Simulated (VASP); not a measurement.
## Sr: single point with PBEsol

Crystal: Sr.

```
Sr
1.0
    -2.38863    2.38863    2.42500
     2.38863   -2.38863    2.42500
     2.38863    2.38863   -2.42500
Sr
1
Direct
  0.00000 0.00000 0.00000
```

This cell differs from its parent crystal: strain -0.015 along x and y, +0.000 along z.

```yaml
Program: VASP 6.6.1
Task: single point
Functional: PBEsol
Potentials_or_basis: VASP PAW PBE potentials, release 64 (Sr_sv)
Cutoff: 520 eV
k_mesh: 14 × 14 × 14
Occupations: gaussian, width 0.15 eV
Spin: no spin polarisation
Dipole_correction: no
Further_INCAR_settings: ALGO = Fast; EDIFF = 1e-06; NBANDS = 11
```

| Item | Value |
| --- | --- |
| Pressure | -0.9 GPa |
| Band gap on the k mesh | zero (bands 5 and 6 overlap by 0.37 eV) |

Levels at points of the mesh, in eV from the Fermi level:
| k point | band 3 | band 4 | band 5 | band 6 | band 7 | band 8 |
| --- | --- | --- | --- | --- | --- | --- |
| (0.00, 0.00, 0.00) | -18.46 | -18.45 | -3.65 | 2.32 | 2.32 | 2.40 |
| (0.50, 0.00, 0.00) | -18.52 | -18.45 | -1.03 | 0.20 | 1.23 | 3.44 |
| (0.50, 0.50, 0.00) | -18.52 | -18.46 | -1.00 | 0.25 | 1.14 | 3.55 |
| (0.50, 0.50, 0.50) | -18.59 | -18.59 | -0.15 | -0.11 | 3.44 | 3.64 |

It took 80 s on 1 thread of AMD EPYC 9R45 96-Core Processor (Zen 5), on a shared host, peak memory 0.25 GiB.

Caveat: the cell differs from its parent crystal (strain -0.015 along x and y, +0.000 along z); the PAW data sets were made with another functional, which shifts forces and pressure a little.
